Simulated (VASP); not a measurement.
Here is a VASP 6.6.1 calculation.

The input INCAR:

```
SYSTEM = GaGe3
ALGO = Normal ; EDIFF = 1E-7
ENCUT = 520 ; GGA = PS
ISIF = 2 ; ISMEAR = -1
LASPH = .True. ; LCHARG = .True.
LELF = .True. ; LREAL = .False.
LVHAR = .True. ; LWAVE = .False.
NBANDS = 36 ; NELM = 100
PREC = Accurate ; SIGMA = 0.03
```

File KPOINTS:

```
k-points
0
Gamma
  4 4 4
  0 0 0
```

Contents of POSCAR:

```
GaGe3
1.0
    0.0000000000      3.3871670000      3.3871670000
    3.3871670000      0.0000000000      3.3871670000
    3.3871670000      3.3871670000      0.0000000000
Ge Ga
3 1
Direct
    0.5000000000      0.5000000000      0.5000000000
    0.7500000000      0.7500000000      0.7500000000
    0.2500000000      0.2500000000      0.2500000000
    0.0000000000      0.0000000000      0.0000000000
```

Potentials or basis: VASP PAW PBE potentials, release 64 (Ge_d, Ga_d).

Run with:

```sh
$ cat potpaw_PBE.64/Ge_d/POTCAR potpaw_PBE.64/Ga_d/POTCAR > POTCAR
$ mpirun -np 1 vasp_std > vasp.out
```

**Question.** Estimate the pressure.

**Answer.** -3.1 GPa.

Caveat: the k points lie up to 0.40 Å⁻¹ apart; the PAW data sets were made with another functional, which shifts forces and pressure a little.
